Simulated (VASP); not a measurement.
# IrPt2 (P6/mmm) in VASP: further runs

IrPt2 is run at these levels: PBE; tasks: relaxation of cell and atoms.

Everything below comes from runs of VASP 6.6.1. Logs are shortened: lines on timing, memory, paths and dates and some standing lists are left out, and cuts for length are marked.

**1. The cell of the first run**

The structure is hexagonal, space group P6/mmm (No. 191). Conventional cell: a = 3.009 Å, b = 3.009 Å, c = 5.667 Å, α = 90.00°, β = 90.00°, γ = 120.00°. Ir (site symmetry 6/mmm) has 2 Pt at 1.84 Å within 2.4 Å. Within 2.4 Å of Pt (site symmetry 6mm) lie 1 Ir at 1.84 Å and 1 Pt at 1.99 Å.

The cell was built from a structure type or drawn by symmetry, and may not be a known phase.

**2. Relaxation of cell and atoms, PBE**

The input, INCAR:

```
SYSTEM = IrPt2
  PREC = Accurate
  ENCUT = 500
  EDIFF = 1E-7
  ISMEAR = 0
  SIGMA = 0.2
  LREAL = .False.
  LASPH = .True.
  NELM = 120
  ALGO = Normal
  ISIF = 3
  LWAVE = .False.
  LCHARG = .False.
  GGA = PE
  IBRION = 2
  NSW = 36
  EDIFFG = -0.08
  GGA_COMPAT = .False.
  NELMIN = 4
```

The input, KPOINTS:

```
regular mesh
0
Gamma
  7 7 4
  0 0 0
```

The input, POSCAR:

```
IrPt2
1.0
    3.0094552000      0.0000000000      0.0000000000
   -1.5047276000      2.6062646500      0.0000000000
    0.0000000000      0.0000000000      5.6671777700
Ir Pt
1 2
Direct
    0.0000000000      0.0000000000      0.5000000000
    0.0000000000      0.0000000000      0.1756373000
    0.0000000000      0.0000000000      0.8243627000
```

Potentials or basis: VASP PAW PBE potentials, release 64 (Ir, Pt).

Launch:

```
cat potpaw_PBE.64/Ir/POTCAR potpaw_PBE.64/Pt/POTCAR > POTCAR
mpirun -np 1 vasp_std > vasp.out
```

OUTCAR:

```text
SYSTEM = IrPt2
   PREC = Accurate
   ENCUT = 500
   EDIFF = 1E-7
   ISMEAR = 0
   LREAL = .False.
   LASPH = .True.
   NELM = 120
   ISIF = 3
   GGA = PE
   IBRION = 2
   NSW = 36
   EDIFFG = -0.08
   NELMIN = 4

 ion  position               nearest neighbor table
   1  0.000  0.000  0.500-   2 1.84   3 1.84
   2  0.000  0.000  0.176-   1 1.84   3 1.99
   3  0.000  0.000  0.824-   1 1.84   2 1.99

  LATTYP: Found a hexagonal cell.
 ALAT       =     3.0094552000
 C/A-ratio  =     1.8831241515

  Lattice vectors:

 A1 = (   3.0094552000,   0.0000000000,   0.0000000000)
 A2 = (  -1.5047276000,   2.6062646500,   0.0000000000)
 A3 = (   0.0000000000,   0.0000000000,   5.6671777700)

Analysis of symmetry for initial positions (statically):
=====================================================================
 Subroutine PRICEL returns:
 Original cell was already a primitive cell.

 Routine SETGRP: Setting up the symmetry group for a
 hexagonal supercell.

 Subroutine GETGRP returns: Found 24 space group operations
 (whereof 24 operations were pure point group operations)
 out of a pool of 24 trial point group operations.

The static configuration has the point symmetry D_6h.

Analysis of symmetry for dynamics (positions and initial velocities):
=====================================================================
 Subroutine PRICEL returns:
 Original cell was already a primitive cell.

 Routine SETGRP: Setting up the symmetry group for a
 hexagonal supercell.

 Subroutine GETGRP returns: Found 24 space group operations
 (whereof 24 operations were pure point group operations)
 out of a pool of 24 trial point group operations.

The dynamic configuration has the point symmetry D_6h.

 Subroutine INISYM returns: Found 24 space group operations
 (whereof 24 operations are pure point group operations),
 and found     1 'primitive' translations

----------------------------------------------------------------------------------------

                                     Primitive cell

  volume of cell :      44.4502

  direct lattice vectors                    reciprocal lattice vectors
     3.009455200  0.000000000  0.000000000     0.332286056  0.191845444  0.000000000
    -1.504727600  2.606264650  0.000000000     0.000000000  0.383690889  0.000000000
     0.000000000  0.000000000  5.667177770     0.000000000  0.000000000  0.176454673

  length of vectors
     3.009455200  3.009455196  5.667177770     0.383690888  0.383690889  0.176454673

  position of ions in fractional coordinates (direct lattice)
     0.000000000  0.000000000  0.500000000
     0.000000000  0.000000000  0.175637300
     0.000000000  0.000000000  0.824362700

  ion indices of the primitive-cell ions
   primitive index   ion index
                 1           1
                 2           2
                 3           3

----------------------------------------------------------------------------------------

 KPOINTS: regular mesh

Automatic generation of k-mesh.
 Grid dimensions read from file:
 generate k-points for:    7    7    4

 Generating k-lattice:

  Cartesian coordinates                     Fractional coordinates (reciprocal lattice)
     0.047469437  0.027406492  0.000000000     0.142857143  0.000000000  0.000000000
     0.000000000  0.054812984  0.000000000     0.000000000  0.142857143  0.000000000
     0.000000000  0.000000000  0.044113668     0.000000000  0.000000000  0.250000000

  Length of vectors
     0.054812984  0.054812984  0.044113668

  Shift w.r.t. Gamma in fractional coordinates (k-lattice)
     0.000000000  0.000000000  0.000000000

 Subroutine IBZKPT returns following result:
 ===========================================

 Found     24 irreducible k-points:

 Following reciprocal coordinates:
            Coordinates               Weight
  0.000000  0.000000  0.000000      1.000000
  0.142857  0.000000  0.000000      6.000000
  0.285714  0.000000  0.000000      6.000000
  0.428571  0.000000  0.000000      6.000000
  0.142857  0.142857  0.000000      6.000000
  0.285714  0.142857  0.000000     12.000000
[... 16 lines left out ...]
  0.428571  0.142857  0.500000      6.000000
  0.285714  0.285714  0.500000      6.000000
   k-points           NKPTS =     24   k-points in BZ     NKDIM =     24   number of bands    NBANDS=     18
   number of dos      NEDOS =    301   number of ions     NIONS =      3
   total plane-waves  NPLWV =  24192
   dimension x,y,z NGX =    24 NGY =   24 NGZ =   42
   dimension x,y,z NGXF=    48 NGYF=   48 NGZF=   84
   ions per type =               1   2
   NGX,Y,Z   is equivalent  to a cutoff of  13.26, 13.26, 12.32 a.u.
   NGXF,Y,Z  is equivalent  to a cutoff of  26.52, 26.52, 24.64 a.u.
 SYSTEM =  IrPt2
   PREC   = accura    normal or accurate (medium, high low for compatibility)
   ISTART =      0    job   : 0-new  1-cont  2-samecut
   ICHARG =      2    charge: 1-file 2-atom 10-const
   ISPIN  =      1    spin polarized calculation?
   LNONCOLLINEAR =      F non collinear calculations
   LSORBIT =      F    spin-orbit coupling
   LASPH  =      T    aspherical Exc in radial PAW
   ENCUT  =  500.0 eV  36.75 Ry    6.06 a.u.   5.49  5.49 10.33*2*pi/ulx,y,z
   NELM   =    120;   NELMIN=  4; NELMDL= -5     # of ELM steps
   EDIFF  = 0.1E-06   stopping-criterion for ELM
   LREAL  =      F    real-space projection
   EDIFFG = -.8E-01   stopping-criterion for IOM
   NSW    =     36    number of steps for IOM
   IBRION =      2    ionic relax: 0-MD 1-quasi-New 2-CG
   NFREE  =      1    steps in history (QN), initial steepest desc. (CG)
   ISIF   =      3    stress and relaxation
   ISYM   =      2    0-nonsym 1-usesym 2-fastsym
   POTIM  = 0.5000    time-step for ionic-motion
   TEBEG  =    0.0;   TEEND  =   0.0 temperature during run
   PSTRESS=    0.0 pullay stress
   NELECT =      29.0000    total number of electrons
   NUPDOWN=      -1.0000    fix difference up-down
   EMIN   =  10.00;   EMAX   =-10.00  energy-range for DOS
   EFERMI =   0.00;   METHOD = LEGACY
   ISMEAR =     0;   SIGMA  =   0.20  broadening in eV -4-tet -1-fermi 0-gaus
   EFERMI_NEDOS =   21; number of points for ismear=-14 and -15
   IALGO  =     38    algorithm
   IMIX   =      4    mixing-type and parameters
     AMIX     =   0.40;   BMIX     =  1.00
     AMIX_MAG =   1.60;   BMIX_MAG =  1.00
  volume/ion in A,a.u.               =      14.82        99.99
  Fermi-wavevector in a.u.,A,eV,Ry     =   1.419874  2.683172 27.429912  2.016042
  Thomas-Fermi vector in A             =   2.540849
   LORBIT       =      0    0 simple, 1 ext, 2 COOP (PROOUT), +10 PAW based schemes
   GGA     = PE    functional components
   LHFCALC =     F    Hartree Fock is set to
   AEXX    =    0.0000 exact exchange contribution
   IVDW    =     0    specifies the selected vdW correction
   LEPSILON=     F    determine dielectric tensor
   LRPA    =     F    only Hartree local field effects (RPA)
 conjugate gradient relaxation of ions
 non-spin polarized calculation
 Gauss-broadening in eV      SIGMA  =   0.20
  energy-cutoff  :      500.00
  volume of cell :       44.45
 maximum number of plane-waves:      1172
 NGX is ok and might be reduce to    24
   NGX = 11   NGY = 11   NGZ = 21

--------------------------------------- Ionic step        1  -------------------------------------------

 number of electron      29.0000003 magnetization

 Free energy of the ion-electron system (eV)
  ---------------------------------------------------
  ext. energy  EPLUGINS =         0.00000000
  ---------------------------------------------------
  free energy    TOTEN  =        -2.23609839 eV

  energy without entropy =       -2.20276163  energy(sigma->0) =       -2.21943001

------------------------ aborting loop because EDIFF is reached ----------------------------------------

  FORCE on cell =-STRESS in cart. coord.  units (eV):
  Direction    XX          YY          ZZ          XY          YZ          ZX
  --------------------------------------------------------------------------------------
  -------------------------------------------------------------------------------------
  Total        3.6528571      3.6528571    135.7472240      0.0000000      0.0000000      0.0000000
  in kB      131.6649072    131.6649068   4892.9221683      0.0000000      0.0000000      0.0000000
  external PRESSURE =    1718.7506607 kB  Pullay stress =       0.0000000 kB
[... 2124 lines left out ...]
      2       3.6851      2.00000
      3       4.0265      2.00000
      4       5.2608      2.00000
      5       5.3962      2.00000
      6       5.7259      2.00000
[... 10 lines left out ...]
     17      14.3513      0.00000
     18      16.8222      0.00000

[... ionic steps 4 to 21 ...]

--------------------------------------- Ionic step       22  -------------------------------------------

 number of electron      29.0000010 magnetization

------------------------ aborting loop because EDIFF is reached ----------------------------------------

  FORCE on cell =-STRESS in cart. coord.  units (eV):
  Direction    XX          YY          ZZ          XY          YZ          ZX
  --------------------------------------------------------------------------------------
  -------------------------------------------------------------------------------------
  Total       -0.6963365     -0.6963365      0.0067705      0.0000000      0.0000000      0.0000000
  in kB      -22.4173343    -22.4173342      0.2179638      0.0000000      0.0000000      0.0000000
  external PRESSURE =     -14.8722349 kB  Pullay stress =       0.0000000 kB
[... 59 lines left out ...]
  energy  without entropy=      -20.1859227961  energy(sigma->0) =      -20.22891811

--------------------------------------- Ionic step       24  -------------------------------------------

 number of electron      29.0000009 magnetization

 Free energy of the ion-electron system (eV)
  ---------------------------------------------------
  ext. energy  EPLUGINS =         0.00000000
  ---------------------------------------------------
  free energy    TOTEN  =       -20.27499597 eV

  energy without entropy =      -20.18811129  energy(sigma->0) =      -20.23155363

 E-fermi :   9.0081     XC(G=0): -12.9027

 val. band max:        8.9913287169   @ k =   0.4286   0.1429   0.5000
 cond. band min:       9.0086057735   @ k =   0.2857   0.2857   0.0000
 fundamental gap:      0.0172770566
 Fermi energy:         9.0080731805

 k-point     1 :       0.0000    0.0000    0.0000
  band No.  band energies     occupation
      1      -0.3048      2.00000
      2       1.2619      2.00000
      3       1.6029      2.00000
      4       3.1259      2.00000
      5       5.5006      2.00000
      6       5.5006      2.00000
[... 523 lines left out ...]
  FREE ENERGIE OF THE ION-ELECTRON SYSTEM (eV)
  ---------------------------------------------------
  free  energy   TOTEN  =       -20.2749959656 eV

  energy  without entropy=      -20.1881112860  energy(sigma->0) =      -20.23155363

 reached required accuracy - stopping structural energy minimisation
```

Run time: 11 min. Hardware: 1 thread of Intel Xeon Platinum 8375C at 2.90GHz (Ice Lake), shared host; peak memory 0.19 GiB.

Results:

| Property | Result |
| --- | --- |
| Free energy | -20.2750 eV |
| Relaxed volume | 16.50 Å³/atom |
| Relaxed cell | a = 2.670 Å, b = 2.670 Å, c = 8.021 Å, α = 90.00°, β = 90.00°, γ = 120.00° |
| Space group after relaxing (to 0.1 Å) | P6/mmm (No. 191) |
| Pressure after relaxing | 0.0 GPa |
| Largest force after relaxing | 0.056 eV/Å |
| Band gap on the k mesh | zero (an odd number of electrons rules out a gap without spin polarisation) |

Forces in eV/Å, atoms in the order of the input:
```
Ir   0.000  0.000  0.000
Pt   0.000  0.000 -0.056
Pt   0.000  0.000  0.056
```

Final structure:
```
Ir Pt
1.0
     2.66950    0.00000    0.00000
    -1.33475    2.31186    0.00000
     0.00000    0.00000    8.02054
Ir Pt
1 2
Direct
  0.00000 0.00000 0.50000
  0.00000 0.00000 0.17285
  0.00000 0.00000 0.82715
```

Caveat: a cell axis changed by over 15 % at a fixed basis, so the end point is rough; spin-orbit coupling is left out, which moves the levels of the heavy elements; the relaxation stopped at a loose force limit of 0.08 eV/Å, so its end isn't a converged minimum.

**3. Relaxation of cell and atoms, PBE**

This run uses another cell than the first one, of 17.82 Å³/atom.

The input, INCAR:

```
PREC     = Accurate       # precision mode
ENCUT    = 500            # plane-wave cutoff, eV
EDIFF    = 1E-7           # SCF threshold, eV
ISMEAR   = 0              # smearing method
SIGMA    = 0.2            # smearing width, eV
LREAL    = F              # projectors in reciprocal space
LASPH    = T              # aspherical terms in the spheres
NELM     = 120            # most SCF steps
ALGO     = Normal         # electronic algorithm
ISIF     = 3              # what is computed and relaxed
LWAVE    = F              # write WAVECAR
LCHARG   = F              # write CHGCAR
GGA      = PE             # functional
IBRION   = 2              # ionic algorithm
NSW      = 36             # ionic steps
EDIFFG   = -0.08          # ionic threshold
GGA_COMPAT= F            
NELMIN   = 4
```

The input, KPOINTS:

```
regular mesh
0
Gamma
  6 6 5
```

The input, POSCAR:

```
IrPt2
1.0
    3.9245422700      0.0000000000      0.0000000000
   -1.9622711300      3.3987533000      0.0000000000
    0.0000000000      0.0000000000      4.0080700200
Ir Pt
1 2
Direct
    0.0000000000      0.0000000000      0.5000000000
    0.3333333300      0.6666666700      0.0000000000
    0.6666666700      0.3333333300      0.0000000000
```

Potentials or basis: VASP PAW PBE potentials, release 64 (Ir, Pt).

Launch:

```
cat potpaw_PBE.64/Ir/POTCAR potpaw_PBE.64/Pt/POTCAR > POTCAR
mpirun -np 1 vasp_std > vasp.out
```

Wall time 6.8 min (1 thread of Intel Xeon Platinum 8375C at 2.90GHz (Ice Lake), shared host); peak memory 0.2 GiB.

Results (log left out):

| Property | Result |
| --- | --- |
| Free energy | -20.0304 eV |
| Relaxed volume | 15.64 Å³/atom |
| Relaxed cell | a = 4.486 Å, b = 4.486 Å, c = 2.692 Å, α = 90.00°, β = 90.00°, γ = 120.00° |
| Space group after relaxing (to 0.1 Å) | P6/mmm (No. 191) |
| Pressure after relaxing | 0.3 GPa |
| Band gap on the k mesh | zero (an odd number of electrons rules out a gap without spin polarisation) |

Stress tensor (GPa, compression positive):
```
 0.76  0.00  0.00
 0.00  0.76  0.00
 0.00  0.00 -0.70
```

Final structure:
```cif
data_structure
_symmetry_space_group_name_H-M 'P 1'
_symmetry_Int_Tables_number 1
_cell_length_a 4.4864
_cell_length_b 4.4864
_cell_length_c 2.6917
_cell_angle_alpha 90.000
_cell_angle_beta 90.000
_cell_angle_gamma 120.000
_cell_volume 46.92
loop_
_atom_site_label
_atom_site_type_symbol
_atom_site_fract_x
_atom_site_fract_y
_atom_site_fract_z
_atom_site_occupancy
Ir1 Ir 0.00000 0.00000 0.50000 1
Pt1 Pt 0.33333 0.66667 0.00000 1
Pt2 Pt 0.66667 0.33333 0.00000 1
```

Levels at points of the mesh, in eV from the Fermi level:
```tsv
k point	band 12	band 13	band 14	band 15	band 16	band 17	band 18
(0.00, 0.00, 0.00)	-2.30	-1.79	-1.79	0.49	0.49	5.34	5.79
(0.50, 0.00, 0.00)	-0.61	-0.60	-0.51	-0.19	-0.17	0.13	0.49
```

Caveat: a cell axis changed by over 15 % at a fixed basis, so the end point is rough; spin-orbit coupling is left out, which moves the levels of the heavy elements.
